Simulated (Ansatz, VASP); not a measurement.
# LiF: VASP beside Ansatz

```xyz
4
Lattice="2.9005 0.0000 0.0000 -1.4502 2.5119 0.0000 0.0000 0.0000 5.0590" Properties=species:S:1:pos:R:3 pbc="T T T"
Li    0.0000    1.6746    0.0292
Li    1.4502    0.8373    2.5587
F     0.0000    1.6746    1.8679
F     1.4502    0.8373    4.3974
```

Change from the starting cell: epitaxial_xy strain -5.9%.

Alike in both runs: task single point; functional r2SCAN; k mesh 12 × 12 × 6; no spin polarisation.

```csv
,VASP,Ansatz
version,VASP 6.6.1,Ansatz 0.2.0
potentials or method,"VASP PAW PBE potentials, release 64 (Li_sv, F)","plane waves, PAW"
plane-wave cutoff (eV),520,500
occupations,"gaussian, width 0.01 eV",fixed
valence electrons in the cell,20,20
```

Ansatz gave:

| Quantity | Value |
| --- | --- |
| gap on the k mesh at the Fermi level (eV) | 8.94 |
| rms of the force components (eV/Å) | 0.001 |

Question: Estimate VASP's values.

Answer: gap on the k mesh at the Fermi level (eV): 9.00; rms of the force components (eV/Å): 0.011.

VASP's potentials were made for PBE, not for r2SCAN. Atom by atom the forces differ by 0.011 eV/Å (rms over components).

Noted on VASP's run: the cutoff is under 1.25 times that of the potentials, so the pressure is a little rough.
